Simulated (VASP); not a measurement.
A run of VASP 6.6.1 is set up as follows.

Contents of INCAR:

```
SYSTEM = Cd4Se3
  PREC = Accurate
  ENCUT = 600
  EDIFF = 1E-6
  ISMEAR = 0
  SIGMA = 0.1
  LREAL = .False.
  LASPH = .True.
  NELM = 60
  ALGO = Normal
  ISIF = 3
  LWAVE = .False.
  LCHARG = .False.
  GGA = PE
  IBRION = 2
  NSW = 100
  EDIFFG = -0.01
```

Contents of KPOINTS:

```
regular mesh
0
Gamma
  6 6 6
  0 0 0
```

POSCAR

```
Cd4Se3
1.0
    5.6866517032      0.0000000000      0.0000000000
    0.0000000000      5.6866517032      0.0000000000
    0.0000000000      0.0000000000      5.6866517032
Cd Se
4 3
Direct
    0.5000000000      0.5000000000      0.5000000000
    0.5000000000      0.0000000000      0.0000000000
    0.0000000000      0.5000000000      0.0000000000
    0.0000000000      0.0000000000      0.5000000000
    0.5000000000      0.5000000000      0.0000000000
    0.0000000000      0.5000000000      0.5000000000
    0.5000000000      0.0000000000      0.5000000000
```

Potentials or basis: VASP PAW PBE potentials, release 64 (Cd, Se).

Command:

```sh
$ cat potpaw_PBE.64/Cd/POTCAR potpaw_PBE.64/Se/POTCAR > POTCAR
$ mpirun -np 1 vasp_std > vasp.out
```

Problem. Predict the relaxed cell.

Solution. a = 5.723 Å, b = 5.723 Å, c = 5.723 Å, α = 90.00°, β = 90.00°, γ = 90.00°.

Problem. Predict the band gap on the k mesh.

Solution. Zero (bands 33 and 34 overlap by 1.85 eV).

Problem. Predict the relaxed volume.

Solution. 26.78 Å³/atom.

Step by step:
```tsv
step	energy change (eV)	largest force (eV/Å)	pressure (GPa)	volume (Å³)
1	0.0000	0.0000	0.88	183.89
2	-0.0096	0.0000	-0.06	187.76
3	-0.0096	0.0000	0.01	187.49
```
